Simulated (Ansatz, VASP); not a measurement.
W in VASP and in Ansatz

INCAR

```
SYSTEM = W
  PREC = Accurate
  ENCUT = 500
  EDIFF = 1E-6
  ISMEAR = 0
  SIGMA = 0.1
  LREAL = .FALSE.
  LASPH = .TRUE.
  NELM = 120
  ALGO = Normal
  ISIF = 2
  LWAVE = .FALSE.
  LCHARG = .FALSE.
  GGA = PE
  NBANDS = 13
  GGA_COMPAT = .FALSE.
```

File KPOINTS:

```
regular mesh
0
G
  6 6 6
  0 0 0
```

The input POSCAR:

```
W
1.0
   -1.5851577801      1.5851577801      1.5851577801
    1.5851577801     -1.5851577801      1.5851577801
    1.5851577801      1.5851577801     -1.5851577801
W
1
Direct
    0.0000000000      0.0000000000      0.0000000000
```

Input for Ansatz:

```yaml
crystal:
  lattice:
    - [-1.5851577801, 1.5851577801, 1.5851577801]
    - [1.5851577801, -1.5851577801, 1.5851577801]
    - [1.5851577801, 1.5851577801, -1.5851577801]
  atoms:
    - { symbol: W, position: [0.0, 0.0, 0.0] }
basis:
  ecutwfc: "19 Ha"
kpoints:
  mp_grid: { grid: [6, 6, 6] }
hamiltonian:
  xc: pbe
scf:
  occupations: { method: gaussian, width: 0.1 }
output:
  forces: true
  stress: true
  eigenvalues: true
```

Alike in both runs: task single point; functional PBE; k mesh 6 × 6 × 6; occupations gaussian, width 0.1 eV; no spin polarisation.

|  | VASP | Ansatz |
| --- | --- | --- |
| version | VASP 6.6.1 | Ansatz 0.2.0 |
| potentials or method | VASP PAW PBE potentials, release 64 (W_sv), cutoff 500 eV | scalar-relativistic, plane waves, PAW |
| valence electrons in the cell | 14 | 14 |

```tsv
	VASP	Ansatz	Ansatz less VASP
gap on the k mesh at the Fermi level (eV)	none	none	-
pressure (GPa)	2.6	2.0	-0.58
```

A gap of «none» marks a metal or a gap that the smearing closes.

The k mesh is coarse, so the values compare programs but aren't converged. Spin-orbit coupling is off throughout.
